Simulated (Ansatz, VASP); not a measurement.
## CuO: VASP beside Ansatz

File INCAR:

```
ALGO     = Normal         # electronic algorithm
EDIFF    = 1E-6           # SCF threshold, eV
ENCUT    = 520            # plane-wave cutoff, eV
GGA      = PE             # functional
ISIF     = 2              # what is computed and relaxed
ISMEAR   = -1             # smearing method
ISPIN    = 2              # spin polarisation
LASPH    = True           # aspherical terms in the spheres
LCHARG   = False          # write CHGCAR
LMAXMIX  = 4              # l up to which the mixer works
LORBIT   = 11             # projections on sites
LREAL    = False          # projectors in reciprocal space
LWAVE    = False          # write WAVECAR
MAGMOM   = 1 1 0 0        # initial moments
NBANDS   = 29             # bands
NELM     = 150            # most SCF steps
PREC     = Accurate       # precision mode
SIGMA    = 0.03           # smearing width, eV
```

File KPOINTS:

```
k-points
0
Gamma
  7 7 4
```

Contents of POSCAR:

```
CuO
1.0
    2.3398500000     -1.7384000000      0.0000000000
    2.3398500000      1.7384000000      0.0000000000
   -0.7694000000      0.0000000000      5.0611500000
Cu O
2 2
Direct
    0.0000000000      0.5000000000      0.0000000000
    0.5000000000      0.0000000000      0.5000000000
    0.5379000000      0.4621000000      0.2500000000
    0.4621000000      0.5379000000      0.7500000000
```

Input for Ansatz:

```yaml
crystal:
  lattice:
    - [2.33985, -1.7384, 0.0]
    - [2.33985, 1.7384, 0.0]
    - [-0.7694, 0.0, 5.06115]
  atoms:
    - { symbol: Cu, position: [0.0, 0.5, 0.0], spin: 1.0 }
    - { symbol: Cu, position: [0.5, 0.0, 0.5], spin: 1.0 }
    - { symbol: O, position: [0.5379, 0.4621, 0.25] }
    - { symbol: O, position: [0.4621, 0.5379, 0.75] }
magnetization:
  spin_polarized: true
hamiltonian:
  xc: pbe
  pseudopotentials: { kind: paw }
basis:
  ecutwfc: 420
kpoints:
  mp_grid: { grid: [7, 7, 4] }
scf:
  occupations: { method: fermi_dirac, width: 0.03 }
  lower_state_search: "off"
output:
  forces: true
  stress: true
  write_density: true
  write_potential: true
  elf: true
  volumetric_format: npy
```

Alike in both runs: task single point; functional PBE; k mesh 7 × 7 × 4; occupations fermi-dirac, width 0.03 eV; collinear spin.

|  | VASP | Ansatz |
| --- | --- | --- |
| version | VASP 6.6.1 | Ansatz 0.2.0 |
| potentials or method | VASP PAW PBE potentials, release 64 (Cu, O), cutoff 520 eV | PAW, plane waves, scalar-relativistic |
| valence electrons in the cell | 34 | 50 |

```tsv
	VASP	Ansatz	Ansatz less VASP
pressure (GPa)	8.9	8.1	-0.83
traceless stress, the component that is largest in VASP (GPa)	4.43	4.12	-0.311
rms of the force components (eV/Å)	0.175	0.153	-0.0217
net moment per atom (μB)	0.00	0.00	-0.001
```

Atom by atom the forces differ by 0.022 eV/Å (rms over components). The functional is the same, so the differences come from potentials, cutoffs and numerics. VASP's potentials hold 34 valence electrons a cell and Ansatz's 50, so a difference there can come from the potentials and not from the codes. Ansatz's warnings: seeded moment not kept.
